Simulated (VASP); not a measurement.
# W2Br2F (P6/mmm) in VASP: relaxation of cell and atoms with PBE

Aim: the relaxation of cell and atoms of W2Br2F with PBE.

All numbers are computed with VASP 6.6.1; they aren't measurements. Logs are shortened: lines on timing, memory, paths and dates and some standing lists are left out, and cuts for length are marked.

## Step 1: The cell of the first run

The structure is hexagonal, space group P6/mmm (No. 191). Conventional cell: a = 4.984 Å, b = 4.984 Å, c = 6.514 Å, α = 90.00°, β = 90.00°, γ = 120.00°. Within 2.2 Å of W (site symmetry 6mm) lie 1 F at 1.69 Å. Br (site symmetry -6m2) has 3 Br at 2.88 Å and 3 F at 2.88 Å and 6 W at 3.34 Å within 3.8 Å. F (site symmetry 6/mmm) has 2 W at 1.69 Å within 2.2 Å.

The cell was generated, and may not be a known phase.

## Step 2: Relaxation of cell and atoms, PBE, collinear spin, zero start

INCAR

```
SYSTEM = W2Br2F
ALGO     = Normal         ! electronic algorithm
EDIFF    = 1E-6           ! SCF threshold, eV
EDIFFG   = -0.04          ! ionic threshold
ENCUT    = 600            ! plane-wave cutoff, eV
GGA      = PE             ! functional
IBRION   = 2              ! ionic algorithm
ISIF     = 3              ! what is computed and relaxed
ISMEAR   = 0              ! smearing method
ISPIN    = 2              ! spin polarisation
LASPH    = .True.         ! aspherical terms in the spheres
LCHARG   = .False.        ! write CHGCAR
LMAXMIX  = 4              ! l up to which the mixer works
LORBIT   = 11             ! projections on sites
LREAL    = .False.        ! projectors in reciprocal space
LWAVE    = .False.        ! write WAVECAR
MAGMOM   = 0 0 0 0 0      ! initial moments
NELM     = 150            ! most SCF steps
NSW      = 90             ! ionic steps
PREC     = Accurate       ! precision mode
SIGMA    = 0.1            ! smearing width, eV
```

KPOINTS

```
k-points
0
Gamma
  6 6 4
  0 0 0
```

POSCAR

```
W2Br2F
1.0
    4.9840690800      0.0000000000      0.0000000000
   -2.4920345400      4.3163304400      0.0000000000
    0.0000000000      0.0000000000      6.5144348400
W Br F
2 2 1
Direct
    0.0000000000      0.0000000000      0.2592106700
    0.0000000000      0.0000000000      0.7407893300
    0.3333333300      0.6666666700      0.0000000000
    0.6666666700      0.3333333300      0.0000000000
    0.0000000000      0.0000000000      0.0000000000
```

Potentials or basis: VASP PAW PBE potentials, release 64 (W_sv, Br, F).

On the command line:

```sh
$ cat potpaw_PBE.64/W_sv/POTCAR potpaw_PBE.64/Br/POTCAR potpaw_PBE.64/F/POTCAR > POTCAR
$ mpirun -np 1 vasp_std > vasp.out
```

OUTCAR:

```text
SYSTEM = W2Br2F
   EDIFF = 1E-6
   EDIFFG = -0.04
   ENCUT = 600
   GGA = PE
   IBRION = 2
   ISIF = 3
   ISMEAR = 0
   ISPIN = 2
   LASPH = .True.
   LORBIT = 11
   LREAL = .False.
   NELM = 150
   NSW = 90
   PREC = Accurate

 ion  position               nearest neighbor table
   1  0.000  0.000  0.259-   5 1.69   2 3.14   2 3.38
   2  0.000  0.000  0.741-   5 1.69   1 3.14   1 3.38
   3  0.333  0.667  0.000-
   4  0.667  0.333  0.000-
   5  0.000  0.000  0.000-   1 1.69   2 1.69

  LATTYP: Found a hexagonal cell.
 ALAT       =     4.9840690800
 C/A-ratio  =     1.3070514745

  Lattice vectors:

 A1 = (   4.9840690800,   0.0000000000,   0.0000000000)
 A2 = (  -2.4920345400,   4.3163304400,   0.0000000000)
 A3 = (   0.0000000000,   0.0000000000,   6.5144348400)

Analysis of symmetry for initial positions (statically):
=====================================================================
 Subroutine PRICEL returns:
 Original cell was already a primitive cell.

 Routine SETGRP: Setting up the symmetry group for a
 hexagonal supercell.

 Subroutine GETGRP returns: Found 24 space group operations
 (whereof 24 operations were pure point group operations)
 out of a pool of 24 trial point group operations.

The static configuration has the point symmetry D_6h.

Analysis of symmetry for dynamics (positions and initial velocities):
=====================================================================
 Subroutine PRICEL returns:
 Original cell was already a primitive cell.

 Routine SETGRP: Setting up the symmetry group for a
 hexagonal supercell.

 Subroutine GETGRP returns: Found 24 space group operations
 (whereof 24 operations were pure point group operations)
 out of a pool of 24 trial point group operations.

The dynamic configuration has the point symmetry D_6h.

Analysis of structural, dynamic, and magnetic symmetry:
=====================================================================
 Subroutine PRICEL returns:
 Original cell was already a primitive cell.

 Routine SETGRP: Setting up the symmetry group for a
 hexagonal supercell.

 Subroutine GETGRP returns: Found 24 space group operations
 (whereof 24 operations were pure point group operations)
 out of a pool of 24 trial point group operations.

The overall configuration has the point symmetry D_6h.

 Subroutine INISYM returns: Found 24 space group operations
[... 130 lines left out ...]
 conjugate gradient relaxation of ions
 spin polarized calculation
 Gauss-broadening in eV      SIGMA  =   0.10
  energy-cutoff  :      600.00
  volume of cell :      140.14
 maximum number of plane-waves:      4710
 NGX is ok and might be reduce to    40
   NGX = 19   NGY = 19   NGZ = 27

--------------------------------------- Ionic step        1  -------------------------------------------

 number of electron      49.0000001 magnetization      -0.0407819

 number of electron      49.0000001 magnetization       0.0014101

 Free energy of the ion-electron system (eV)
  ---------------------------------------------------
  ext. energy  EPLUGINS =         0.00000000
  ---------------------------------------------------
  free energy    TOTEN  =       -17.33665475 eV

  energy without entropy =      -17.26148492  energy(sigma->0) =      -17.29906984

------------------------ aborting loop because EDIFF is reached ----------------------------------------

  FORCE on cell =-STRESS in cart. coord.  units (eV):
  Direction    XX          YY          ZZ          XY          YZ          ZX
  --------------------------------------------------------------------------------------
  -------------------------------------------------------------------------------------
  Total        3.4572871      3.4572871     27.7262204      0.0000000      0.0000000      0.0000000
  in kB       39.5248788     39.5248789    316.9755545      0.0000000      0.0000000      0.0000000
  external PRESSURE =     132.0084374 kB  Pullay stress =       0.0000000 kB
[... 102 lines left out ...]
  FREE ENERGIE OF THE ION-ELECTRON SYSTEM (eV)
  ---------------------------------------------------
  free  energy   TOTEN  =       -19.1213540246 eV

  energy  without entropy=      -19.0560869344  energy(sigma->0) =      -19.08872048

[... ionic steps 4 to 24 ...]

--------------------------------------- Ionic step       25  -------------------------------------------

 number of electron      49.0000001 magnetization       0.0000000

------------------------ aborting loop because EDIFF is reached ----------------------------------------
[... 73 lines left out ...]
--------------------------------------- Ionic step       27  -------------------------------------------

 number of electron      49.0000001 magnetization       0.0000000

 Free energy of the ion-electron system (eV)
  ---------------------------------------------------
  ext. energy  EPLUGINS =         0.00000000
  ---------------------------------------------------
  free energy    TOTEN  =       -23.67808443 eV

  energy without entropy =      -23.64378818  energy(sigma->0) =      -23.66093631

 E-fermi :   1.0054     XC(G=0):  -8.1401

 val. band max:        1.0051006237   @ k =   0.1667   0.0000   0.0000
 cond. band min:       1.0104770822   @ k =   0.3333   0.1667   0.5000
 fundamental gap:      0.0053764586
 Fermi energy:         1.0053828949

 spin component 1

 k-point     1 :       0.0000    0.0000    0.0000
  band No.  band energies     occupation
      1     -73.3332      1.00000
      2     -72.6156      1.00000
      3     -39.6637      1.00000
      4     -37.4025      1.00000
      5     -37.4025      1.00000
      6     -36.7671      1.00000
[... 661 lines left out ...]
     28       2.5660      0.00000
     29       3.0934      0.00000
 Fermi energy:         1.0053828949

 spin component 2

 k-point     1 :       0.0000    0.0000    0.0000
  band No.  band energies     occupation
      1     -73.3332      1.00000
      2     -72.6156      1.00000
      3     -39.6637      1.00000
      4     -37.4025      1.00000
      5     -37.4025      1.00000
      6     -36.7671      1.00000
[... 693 lines left out ...]
  FREE ENERGIE OF THE ION-ELECTRON SYSTEM (eV)
  ---------------------------------------------------
  free  energy   TOTEN  =       -23.6780844347 eV

  energy  without entropy=      -23.6437881773  energy(sigma->0) =      -23.66093631

 reached required accuracy - stopping structural energy minimisation

 total charge

# of ion       s       p       d       tot
------------------------------------------
    1        2.303   6.085   3.730  12.117
    2        2.303   6.085   3.730  12.117
    3        1.631   3.120   0.011   4.763
    4        1.631   3.120   0.011   4.763
    5        1.751   4.354   0.000   6.105
--------------------------------------------------
tot          9.620  22.763   7.482  39.865

 magnetization (x)

# of ion       s       p       d       tot
------------------------------------------
    1        0.000   0.000   0.000   0.000
    2        0.000   0.000   0.000   0.000
    3        0.000   0.000   0.000   0.000
    4        0.000   0.000   0.000   0.000
    5       -0.000  -0.000   0.000  -0.000
--------------------------------------------------
tot          0.000   0.000   0.000   0.000
```

OSZICAR:

```text
N       E                     dE             d eps       ncg     rms          rms(c)
DAV:   1     0.522551390362E+03    0.52255E+03   -0.28141E+04  2740   0.175E+03
[... 374 lines left out ...]
  26 F= -.23677997E+02 E0= -.23660824E+02  d E =0.564490E-04  mag=     0.0000
       N       E                     dE             d eps       ncg     rms          rms(c)
DAV:   1    -0.236780760985E+02   -0.78977E-04   -0.69102E-03  2656   0.946E-01    0.145E-01
DAV:   2    -0.236782110225E+02   -0.13492E-03   -0.11757E-03  2512   0.212E-01    0.122E-01
DAV:   3    -0.236780988074E+02    0.11222E-03   -0.17233E-04  2642   0.831E-02    0.730E-02
DAV:   4    -0.236780848394E+02    0.13968E-04   -0.57497E-05  2436   0.613E-02    0.109E-02
DAV:   5    -0.236780844347E+02    0.40473E-06   -0.57063E-06  2130   0.199E-02
  27 F= -.23678084E+02 E0= -.23660936E+02  d E =-.313327E-04  mag=     0.0000
```

Wall time 53 min (1 thread of AMD EPYC 9R45 (Zen 5), shared host); peak memory 0.43 GiB.

Results:

```
Free energy                                           : -23.6781 eV
Relaxed volume                                        : 31.61 Å³/atom
Relaxed cell                                          : a = 5.484 Å, b = 5.484 Å, c = 6.068 Å, α = 90.00°, β = 90.00°, γ = 120.00°
Space group after relaxing (to 0.1 Å)                 : P6/mmm (No. 191)
Pressure after relaxing                               : 0.0 GPa
Net moment                                            : 0.00 μB per cell
Valence electrons inside the program's atomic spheres : W 12.12; Br 4.76; F 6.11
```

Final structure:
```cif
data_structure
_symmetry_space_group_name_H-M 'P 1'
_symmetry_Int_Tables_number 1
_cell_length_a 5.4841
_cell_length_b 5.4841
_cell_length_c 6.0684
_cell_angle_alpha 90.000
_cell_angle_beta 90.000
_cell_angle_gamma 120.000
_cell_volume 158.06
loop_
_atom_site_label
_atom_site_type_symbol
_atom_site_fract_x
_atom_site_fract_y
_atom_site_fract_z
_atom_site_occupancy
W1 W 0.00000 0.00000 0.33214 1
W2 W 0.00000 0.00000 0.66786 1
Br1 Br 0.33333 0.66667 0.00000 1
Br2 Br 0.66667 0.33333 0.00000 1
F1 F 0.00000 0.00000 0.00000 1
```

Caveat: no moment was typed at the start, so none could form; spin-orbit coupling is left out, which moves the levels of the heavy elements.
